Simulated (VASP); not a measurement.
Wanted: the native input for a VASP 6.6.1 run.

```yaml
Task: electric field gradients
Functional: PBEsol
Potentials_or_basis: VASP PAW PBE potentials, release 64 (Os)
Cutoff: 520 eV
k_mesh: 17 × 17 × 10
Occupations: fermi-dirac, width 0.08 eV
Spin: no spin polarisation
Dipole_correction: no
Further_INCAR_settings: ALGO = Normal; EDIFF = 1e-08; NBANDS = 15
```

The structure of Os lies in POSCAR:

```
Os
1.0
    2.7887819750      0.0000000000      0.0000000000
   -1.3943909876      2.4151560360      0.0000000000
    0.0000000000      0.0000000000      4.3197000000
Os
2
Direct
    0.3333333333      0.6666666667      0.2500000000
    0.6666666667      0.3333333333      0.7500000000
```

This cell differs from its parent crystal: equal xx and yy strain of +2 %.

One way to write it, as run:

INCAR

```
PREC = Accurate
ENCUT = 520
EDIFF = 1E-8
ISMEAR = -1
SIGMA = 0.08
LREAL = False
LASPH = True
NELM = 60
ALGO = Normal
ISIF = 2
LWAVE = False
LCHARG = False
GGA = PS
LEFG = True
NBANDS = 15
```

KPOINTS

```
regular mesh
0
Gamma
  17 17 10
```

Potentials or basis: VASP PAW PBE potentials, release 64 (Os).

The run is started by

```sh
$ cat potpaw_PBE.64/Os/POTCAR > POTCAR
$ mpirun -np 1 vasp_std > vasp.out
```

Results of the run:

The pressure is -17.3 GPa. The band gap on the k mesh is zero (bands 8 and 9 overlap by 3.55 eV) and the largest electric field gradient by atom is Os -114.8 V/Å².

Caveat: the cell differs from its parent crystal (equal xx and yy strain of +2 %); the stress differs along the axes, from -20 to -12 GPa; without QUAD_EFG the Cq values of the log hold for a quadrupole moment of 1 mb, not for the nuclei; the PAW data sets were made with another functional, which shifts forces and pressure a little; spin-orbit coupling is left out, which moves the levels of the heavy elements.

Wall time 68 s on 1 thread of AMD EPYC 7R43 64-Core Processor (Zen 3), on a shared host, peak memory 0.17 GiB.
